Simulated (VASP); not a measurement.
# CdSe (I-4m2) in VASP: notebook, part 2 of 3

VASP 6.6.1.

## 4. Electric field gradients, LDA (equal xx and yy strain of -3 %)

File INCAR:

```
SYSTEM = CdSe
PREC = Accurate
ENCUT = 520
EDIFF = 1E-8
ISMEAR = -1
SIGMA = 0.03
LREAL = .False.
LASPH = .True.
NELM = 60
ALGO = Normal
ISIF = 2
LWAVE = .False.
LCHARG = .False.
GGA = CA
LEFG = .True.
NBANDS = 16
```

File KPOINTS:

```
Automatic mesh
0
Gamma
  8 8 8
  0 0 0
```

File POSCAR:

```
CdSe
1.0
    0.0000000000      2.9781630626      3.0702711986
    2.9781630626      0.0000000000      3.0702711986
    2.9781630626      2.9781630626      0.0000000000
Cd Se
1 1
Direct
    0.0000000000      0.0000000000      0.0000000000
    0.2500000000      0.2500000000      0.2500000000
```

Potentials or basis: VASP PAW LDA potentials, release 64 (Cd, Se).

Started as:

```console
cat potpaw_LDA.64/Cd/POTCAR potpaw_LDA.64/Se/POTCAR > POTCAR
mpirun -np 1 vasp_std > vasp.out
```

OUTCAR:

```text
SYSTEM = CdSe
   PREC = Accurate
   ENCUT = 520
   EDIFF = 1E-8
   ISMEAR = -1
   LREAL = .False.
   LASPH = .True.
   NELM = 60
   ISIF = 2
   GGA = CA

 ion  position               nearest neighbor table
   1  0.000  0.000  0.000-   2 2.61   2 2.61   2 2.61   2 2.61
   2  0.250  0.250  0.250-   1 2.61   1 2.61   1 2.61   1 2.61

  LATTYP: Found a body centered tetragonal cell.
 ALAT       =     4.2117585941
 C/A-ratio  =     1.4579521262

  Lattice vectors:

 A1 = (  -2.9781630626,   0.0000000000,   3.0702711986)
 A2 = (   2.9781630626,   0.0000000000,   3.0702711986)
 A3 = (   0.0000000000,   2.9781630626,  -3.0702711986)

Analysis of symmetry for initial positions (statically):
=====================================================================
 Subroutine PRICEL returns:
 Original cell was already a primitive cell.

 Routine SETGRP: Setting up the symmetry group for a
 body centered tetragonal supercell.

 Subroutine GETGRP returns: Found  8 space group operations
 (whereof  8 operations were pure point group operations)
 out of a pool of 16 trial point group operations.

The static configuration has the point symmetry D_2d.

Analysis of symmetry for dynamics (positions and initial velocities):
=====================================================================
 Subroutine PRICEL returns:
 Original cell was already a primitive cell.

 Routine SETGRP: Setting up the symmetry group for a
 body centered tetragonal supercell.

 Subroutine GETGRP returns: Found  8 space group operations
 (whereof  8 operations were pure point group operations)
 out of a pool of 16 trial point group operations.

The dynamic configuration has the point symmetry D_2d.

 Subroutine INISYM returns: Found  8 space group operations
 (whereof  8 operations are pure point group operations),
 and found     1 'primitive' translations

----------------------------------------------------------------------------------------

                                     Primitive cell

  volume of cell :      54.4633

  direct lattice vectors                    reciprocal lattice vectors
     0.000000000  2.978163063  3.070271199    -0.167888725  0.167888725  0.162852063
     2.978163063  0.000000000  3.070271199     0.167888725 -0.167888725  0.162852063
     2.978163063  2.978163063  0.000000000     0.167888725  0.167888725 -0.162852063

  length of vectors
     4.277384769  4.277384769  4.211758594     0.287913255  0.287913255  0.287913255

  position of ions in fractional coordinates (direct lattice)
     0.000000000  0.000000000  0.000000000
     0.250000000  0.250000000  0.250000000

  ion indices of the primitive-cell ions
   primitive index   ion index
                 1           1
                 2           2

----------------------------------------------------------------------------------------

 KPOINTS: Automatic mesh

Automatic generation of k-mesh.
 Grid dimensions read from file:
 generate k-points for:    8    8    8

 Generating k-lattice:

[... 63 lines left out ...]
   EDIFFG = 0.1E-06   stopping-criterion for IOM
   NSW    =      0    number of steps for IOM
   IBRION =     -1    ionic relax: 0-MD 1-quasi-New 2-CG
   NFREE  =      0    steps in history (QN), initial steepest desc. (CG)
   ISIF   =      2    stress and relaxation
   ISYM   =      2    0-nonsym 1-usesym 2-fastsym
   POTIM  = 0.5000    time-step for ionic-motion
   TEBEG  =    0.0;   TEEND  =   0.0 temperature during run
   PSTRESS=    0.0 pullay stress
   NELECT =      18.0000    total number of electrons
   NUPDOWN=      -1.0000    fix difference up-down
   EMIN   =  10.00;   EMAX   =-10.00  energy-range for DOS
   EFERMI =   0.00;   METHOD = LEGACY
   ISMEAR =    -1;   SIGMA  =   0.03  broadening in eV -4-tet -1-fermi 0-gaus
   EFERMI_NEDOS =   21; number of points for ismear=-14 and -15
   IALGO  =     38    algorithm
   IMIX   =      4    mixing-type and parameters
     AMIX     =   0.40;   BMIX     =  1.00
     AMIX_MAG =   1.60;   BMIX_MAG =  1.00
  volume/ion in A,a.u.               =      27.23       183.77
  Fermi-wavevector in a.u.,A,eV,Ry     =   1.131873  2.138930 17.430926  1.281137
  Thomas-Fermi vector in A             =   2.268573
   LORBIT       =      0    0 simple, 1 ext, 2 COOP (PROOUT), +10 PAW based schemes
   GGA     = CA    functional components
   LHFCALC =     F    Hartree Fock is set to
   AEXX    =    0.0000 exact exchange contribution
   IVDW    =     0    specifies the selected vdW correction
   LEPSILON=     F    determine dielectric tensor
   LRPA    =     F    only Hartree local field effects (RPA)
 non-spin polarized calculation
  energy-cutoff  :      520.00
  volume of cell :       54.46
 maximum number of plane-waves:      1480
   NGX = 15   NGY = 15   NGZ = 15

 number of electron      17.9999997 magnetization

 Free energy of the ion-electron system (eV)
  ---------------------------------------------------
  ext. energy  EPLUGINS =         0.00000000
  ---------------------------------------------------
  free energy    TOTEN  =        -6.76004268 eV

  energy without entropy =       -6.76003883  energy(sigma->0) =       -6.76004075

 E-fermi :   1.3234     XC(G=0):  -9.4347

 val. band max:        1.1160279264   @ k =   0.0000   0.0000   0.0000
 cond. band min:       1.5078225137   @ k =   0.0000   0.0000   0.0000
 fundamental gap:      0.3917945874
 Fermi energy:         1.3234280459

 k-point     1 :       0.0000    0.0000    0.0000
  band No.  band energies     occupation
      1     -11.7508      2.00000
      2      -6.9972      2.00000
      3      -6.9828      2.00000
      4      -6.9828      2.00000
      5      -6.5790      2.00000
      6      -6.5674      2.00000
[... 433 lines left out ...]
      3      -6.8690      2.00000
      4      -6.6424      2.00000
      5      -6.5460      2.00000
      6      -6.4897      2.00000
[... 8 lines left out ...]
     15      12.0623      0.00000
     16      12.7121      0.00000

 [... further k-points ...]
[... 5 lines left out ...]
  --------------------------------------------------------------------------------------
  -------------------------------------------------------------------------------------
  Total        0.1316887      0.1316887     -0.0719009      0.0000000      0.0000000      0.0000000
  in kB        3.8739615      3.8739615     -2.1151489      0.0000000      0.0000000      0.0000000
  external PRESSURE =       1.8775914 kB  Pullay stress =       0.0000000 kB

 VOLUME and BASIS-vectors are now :
 -----------------------------------------------------------------------------
  energy-cutoff  :      520.00
  volume of cell :       54.46
      direct lattice vectors                 reciprocal lattice vectors
     0.000000000  2.978163063  3.070271199    -0.167888725  0.167888725  0.162852063
     2.978163063  0.000000000  3.070271199     0.167888725 -0.167888725  0.162852063
     2.978163063  2.978163063  0.000000000     0.167888725  0.167888725 -0.162852063

 POSITION                                       TOTAL-FORCE (eV/Angst)
 -----------------------------------------------------------------------------------
      0.00000      0.00000      0.00000         0.000000      0.000000     -0.000000
      1.48908      1.48908      1.53514        -0.000000     -0.000000      0.000000
 -----------------------------------------------------------------------------------
    total drift:                                0.000000      0.000000     -0.000000

  FREE ENERGIE OF THE ION-ELECTRON SYSTEM (eV)
  ---------------------------------------------------
  free  energy   TOTEN  =        -6.7600426789 eV

  energy  without entropy=       -6.7600388297  energy(sigma->0) =       -6.76004075

 Electric field gradients (V/A^2)
---------------------------------------------------------------------
 ion       V_xx      V_yy      V_zz      V_xy      V_xz      V_yz
---------------------------------------------------------------------
   1       4.763     4.763    -9.525    -0.000    -0.001    -0.001
   2      -6.278    -6.278    12.555     0.000     0.000     0.000
---------------------------------------------------------------------

 Electric field gradients after diagonalization (V/A^2)
 (convention: |V_zz| > |V_xx| > |V_yy|)
----------------------------------------------------------------------
 ion       V_xx      V_yy      V_zz     asymmetry (V_yy - V_xx)/ V_zz
----------------------------------------------------------------------
   1       4.763     4.763    -9.525       0.000
   2      -6.278    -6.277    12.555       0.000
----------------------------------------------------------------------

           NMR quadrupolar parameters

 Cq : quadrupolar parameter    Cq=e*Q*V_zz/h
 eta: asymmetry parameters     (V_yy - V_xx)/ V_zz
 Q  : nuclear electric quadrupole moment in mb (millibarn)
----------------------------------------------------------------------
 ion       Cq(MHz)       eta       Q (mb)
----------------------------------------------------------------------
   1      -0.023       0.000       1.000
   2       0.030       0.000       1.000
----------------------------------------------------------------------
```

Wall time 19 s (1 thread of Intel Xeon 6975P-C (Granite Rapids), shared host); peak memory 0.19 GiB.

Results:

```
Free energy            : -6.7600 eV
Pressure               : 0.2 GPa
Band gap on the k mesh : 0.39 eV, direct
```

Stress tensor (GPa, compression positive):
```
 0.39  0.00  0.00
 0.00  0.39  0.00
 0.00  0.00 -0.21
```

Electric field gradients, principal values (V/Å²):
| atom | least | middle | greatest (by size) |
| --- | --- | --- | --- |
| 1 Cd | 4.763 | 4.763 | -9.525 |
| 2 Se | -6.277 | -6.278 | 12.555 |

Caveat: the cell differs from its parent crystal (equal xx and yy strain of -3 %); without QUAD_EFG the Cq values of the log hold for a quadrupole moment of 1 mb, not for the nuclei.

## 5. Electric field gradients, LDA (equal xx and yy strain of -2 %)

File INCAR:

```
ALGO     = Normal         # electronic algorithm
EDIFF    = 1E-8           # SCF threshold, eV
ENCUT    = 520            # plane-wave cutoff, eV
ISIF     = 2              # what is computed and relaxed
ISMEAR   = -1             # smearing method
LASPH    = T              # aspherical terms in the spheres
LCHARG   = F              # write CHGCAR
LEFG     = T            
LREAL    = F              # projectors in reciprocal space
LWAVE    = F              # write WAVECAR
NBANDS   = 16             # bands
NELM     = 80             # most SCF steps
PREC     = Accurate       # precision mode
SIGMA    = 0.03           # smearing width, eV
```

File KPOINTS:

```
k-points
0
Gamma
  8 8 8
```

File POSCAR:

```
CdSe
1.0
    0.0000000000      3.0088657746      3.0702711986
    3.0088657746      0.0000000000      3.0702711986
    3.0088657746      3.0088657746      0.0000000000
Cd Se
1 1
Direct
    0.0000000000      0.0000000000      0.0000000000
    0.2500000000      0.2500000000      0.2500000000
```

Potentials or basis: VASP PAW LDA potentials, release 64 (Cd, Se).

Started as:

```console
cat potpaw_LDA.64/Cd/POTCAR potpaw_LDA.64/Se/POTCAR > POTCAR
mpirun -np 1 vasp_std > vasp.out
```

OUTCAR:

```text
EDIFF = 1E-8
   ENCUT = 520
   ISIF = 2
   ISMEAR = -1
   LASPH = T
   LREAL = F
   NELM = 80
   PREC = Accurate

 ion  position               nearest neighbor table
   1  0.000  0.000  0.000-   2 2.62   2 2.62   2 2.62   2 2.62
   2  0.250  0.250  0.250-   1 2.62   1 2.62   1 2.62   1 2.62

  LATTYP: Found a body centered tetragonal cell.
 ALAT       =     4.2551787858
 C/A-ratio  =     1.4430750637

  Lattice vectors:

 A1 = (  -3.0088657746,   0.0000000000,   3.0702711986)
 A2 = (   3.0088657746,   0.0000000000,   3.0702711986)
 A3 = (   0.0000000000,   3.0088657746,  -3.0702711986)

Analysis of symmetry for initial positions (statically):
=====================================================================
 Subroutine PRICEL returns:
 Original cell was already a primitive cell.

 Routine SETGRP: Setting up the symmetry group for a
 body centered tetragonal supercell.

 Subroutine GETGRP returns: Found  8 space group operations
 (whereof  8 operations were pure point group operations)
 out of a pool of 16 trial point group operations.

The static configuration has the point symmetry D_2d.

Analysis of symmetry for dynamics (positions and initial velocities):
=====================================================================
 Subroutine PRICEL returns:
 Original cell was already a primitive cell.

 Routine SETGRP: Setting up the symmetry group for a
 body centered tetragonal supercell.

 Subroutine GETGRP returns: Found  8 space group operations
 (whereof  8 operations were pure point group operations)
 out of a pool of 16 trial point group operations.

The dynamic configuration has the point symmetry D_2d.

 Subroutine INISYM returns: Found  8 space group operations
 (whereof  8 operations are pure point group operations),
 and found     1 'primitive' translations

----------------------------------------------------------------------------------------

                                     Primitive cell

  volume of cell :      55.5920

  direct lattice vectors                    reciprocal lattice vectors
     0.000000000  3.008865775  3.070271199    -0.166175575  0.166175575  0.162852063
     3.008865775  0.000000000  3.070271199     0.166175575 -0.166175575  0.162852063
     3.008865775  3.008865775  0.000000000     0.166175575  0.166175575 -0.162852063

  length of vectors
     4.298818266  4.298818266  4.255178786     0.285918586  0.285918586  0.285918586

  position of ions in fractional coordinates (direct lattice)
     0.000000000  0.000000000  0.000000000
     0.250000000  0.250000000  0.250000000

  ion indices of the primitive-cell ions
   primitive index   ion index
                 1           1
                 2           2

----------------------------------------------------------------------------------------

 KPOINTS: k-points

Automatic generation of k-mesh.
 Grid dimensions read from file:
 generate k-points for:    8    8    8

 Generating k-lattice:

[... 63 lines left out ...]
   EDIFFG = 0.1E-06   stopping-criterion for IOM
   NSW    =      0    number of steps for IOM
   IBRION =     -1    ionic relax: 0-MD 1-quasi-New 2-CG
   NFREE  =      0    steps in history (QN), initial steepest desc. (CG)
   ISIF   =      2    stress and relaxation
   ISYM   =      2    0-nonsym 1-usesym 2-fastsym
   POTIM  = 0.5000    time-step for ionic-motion
   TEBEG  =    0.0;   TEEND  =   0.0 temperature during run
   PSTRESS=    0.0 pullay stress
   NELECT =      18.0000    total number of electrons
   NUPDOWN=      -1.0000    fix difference up-down
   EMIN   =  10.00;   EMAX   =-10.00  energy-range for DOS
   EFERMI =   0.00;   METHOD = LEGACY
   ISMEAR =    -1;   SIGMA  =   0.03  broadening in eV -4-tet -1-fermi 0-gaus
   EFERMI_NEDOS =   21; number of points for ismear=-14 and -15
   IALGO  =     38    algorithm
   IMIX   =      4    mixing-type and parameters
     AMIX     =   0.40;   BMIX     =  1.00
     AMIX_MAG =   1.60;   BMIX_MAG =  1.00
  volume/ion in A,a.u.               =      27.80       187.58
  Fermi-wavevector in a.u.,A,eV,Ry     =   1.124160  2.124355 17.194175  1.263736
  Thomas-Fermi vector in A             =   2.260830
   LORBIT       =      0    0 simple, 1 ext, 2 COOP (PROOUT), +10 PAW based schemes
   GGA     = CA    functional components
   LHFCALC =     F    Hartree Fock is set to
   AEXX    =    0.0000 exact exchange contribution
   IVDW    =     0    specifies the selected vdW correction
   LEPSILON=     F    determine dielectric tensor
   LRPA    =     F    only Hartree local field effects (RPA)
 non-spin polarized calculation
  energy-cutoff  :      520.00
  volume of cell :       55.59
 maximum number of plane-waves:      1516
   NGX = 15   NGY = 15   NGZ = 15

 number of electron      17.9999997 magnetization

 Free energy of the ion-electron system (eV)
  ---------------------------------------------------
  ext. energy  EPLUGINS =         0.00000000
  ---------------------------------------------------
  free energy    TOTEN  =        -6.75850043 eV

  energy without entropy =       -6.75849448  energy(sigma->0) =       -6.75849746

 E-fermi :   1.1252     XC(G=0):  -9.3431

 val. band max:        0.9311422222   @ k =   0.0000   0.0000   0.0000
 cond. band min:       1.2947303909   @ k =   0.0000   0.0000   0.0000
 fundamental gap:      0.3635881687
 Fermi energy:         1.1251531515

 k-point     1 :       0.0000    0.0000    0.0000
  band No.  band energies     occupation
      1     -11.8040      2.00000
      2      -7.0901      2.00000
      3      -7.0810      2.00000
      4      -7.0810      2.00000
      5      -6.6956      2.00000
      6      -6.6887      2.00000
[... 433 lines left out ...]
      3      -6.9722      2.00000
      4      -6.7523      2.00000
      5      -6.6656      2.00000
      6      -6.6129      2.00000
[... 8 lines left out ...]
     15      11.8384      0.00000
     16      12.4616      0.00000

 [... further k-points ...]
[... 5 lines left out ...]
  --------------------------------------------------------------------------------------
  -------------------------------------------------------------------------------------
  Total       -0.2806142     -0.2806142     -0.4233752      0.0000000      0.0000000      0.0000000
  in kB       -8.0873805     -8.0873805    -12.2017939      0.0000000      0.0000000      0.0000000
  external PRESSURE =      -9.4588516 kB  Pullay stress =       0.0000000 kB

 VOLUME and BASIS-vectors are now :
 -----------------------------------------------------------------------------
  energy-cutoff  :      520.00
  volume of cell :       55.59
      direct lattice vectors                 reciprocal lattice vectors
     0.000000000  3.008865775  3.070271199    -0.166175575  0.166175575  0.162852063
     3.008865775  0.000000000  3.070271199     0.166175575 -0.166175575  0.162852063
     3.008865775  3.008865775  0.000000000     0.166175575  0.166175575 -0.162852063

 POSITION                                       TOTAL-FORCE (eV/Angst)
 -----------------------------------------------------------------------------------
      0.00000      0.00000      0.00000        -0.000000     -0.000000     -0.000000
      1.50443      1.50443      1.53514         0.000000      0.000000      0.000000
 -----------------------------------------------------------------------------------
    total drift:                                0.000000      0.000000     -0.000000

  FREE ENERGIE OF THE ION-ELECTRON SYSTEM (eV)
  ---------------------------------------------------
  free  energy   TOTEN  =        -6.7585004345 eV

  energy  without entropy=       -6.7584944780  energy(sigma->0) =       -6.75849746

 Electric field gradients (V/A^2)
---------------------------------------------------------------------
 ion       V_xx      V_yy      V_zz      V_xy      V_xz      V_yz
---------------------------------------------------------------------
   1       3.095     3.095    -6.190    -0.001    -0.001    -0.001
   2      -4.096    -4.096     8.193     0.000    -0.000    -0.000
---------------------------------------------------------------------

 Electric field gradients after diagonalization (V/A^2)
 (convention: |V_zz| > |V_xx| > |V_yy|)
----------------------------------------------------------------------
 ion       V_xx      V_yy      V_zz     asymmetry (V_yy - V_xx)/ V_zz
----------------------------------------------------------------------
   1       3.096     3.094    -6.190       0.000
   2      -4.096    -4.096     8.193       0.000
----------------------------------------------------------------------

           NMR quadrupolar parameters

 Cq : quadrupolar parameter    Cq=e*Q*V_zz/h
 eta: asymmetry parameters     (V_yy - V_xx)/ V_zz
 Q  : nuclear electric quadrupole moment in mb (millibarn)
----------------------------------------------------------------------
 ion       Cq(MHz)       eta       Q (mb)
----------------------------------------------------------------------
   1      -0.015       0.000       1.000
   2       0.020       0.000       1.000
----------------------------------------------------------------------
```

Run time: 19 s. Hardware: 1 thread of Intel Xeon 6975P-C (Granite Rapids), shared host; peak memory 0.18 GiB.

Results:

| Quantity | Value |
| --- | --- |
| Free energy | -6.7585 eV |
| Pressure | -0.9 GPa |
| Band gap on the k mesh | 0.36 eV, direct |

Stress tensor (GPa, compression positive):
```
-0.81  0.00  0.00
 0.00 -0.81  0.00
 0.00  0.00 -1.22
```

Electric field gradients, principal values (V/Å²):
```
atom   least  middle  greatest (by size)
1 Cd   3.094   3.096              -6.190
2 Se  -4.096  -4.096               8.193
```

Caveat: the cell differs from its parent crystal (equal xx and yy strain of -2 %); without QUAD_EFG the Cq values of the log hold for a quadrupole moment of 1 mb, not for the nuclei.

(Continued in part 3 of 3.)
